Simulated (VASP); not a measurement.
Here is a VASP 6.6.1 calculation.

File INCAR:

```
PREC = Accurate ; ENCUT = 520
EDIFF = 1E-7 ; ISMEAR = -1
SIGMA = 0.05 ; LREAL = False
LASPH = True ; NELM = 60
ALGO = Normal ; ISIF = 2
LWAVE = False ; LCHARG = True
GGA = PE ; LELF = True
LVHAR = True ; NBANDS = 24
```

Contents of KPOINTS:

```
regular mesh
0
Gamma
  4 4 4
```

File POSCAR:

```
SnTe3
1.0
    0.0000000000      3.7957629479      3.7957629479
    3.7957629479      0.0000000000      3.7957629479
    3.7957629479      3.7957629479      0.0000000000
Sn Te
1 3
Direct
    0.0000000000      0.0000000000      0.0000000000
    0.2500000000      0.2500000000      0.2500000000
    0.7500000000      0.7500000000      0.7500000000
    0.5000000000      0.5000000000      0.5000000000
```

Potentials or basis: VASP PAW PBE potentials, release 64 (Sn_d, Te).

Command:

```console
$ cat potpaw_PBE.64/Sn_d/POTCAR potpaw_PBE.64/Te/POTCAR > POTCAR
$ mpirun -np 1 vasp_std > vasp.out
```

Task: Estimate the band gap on the k mesh.

Result: Zero (band 16 reaches 8.80 eV, above the bottom of band 17 at 6.43 eV).

Task: What does it give for the pressure?

Result: 3.3 GPa.

Caveat: spin-orbit coupling is left out, which moves the levels of the heavy elements.
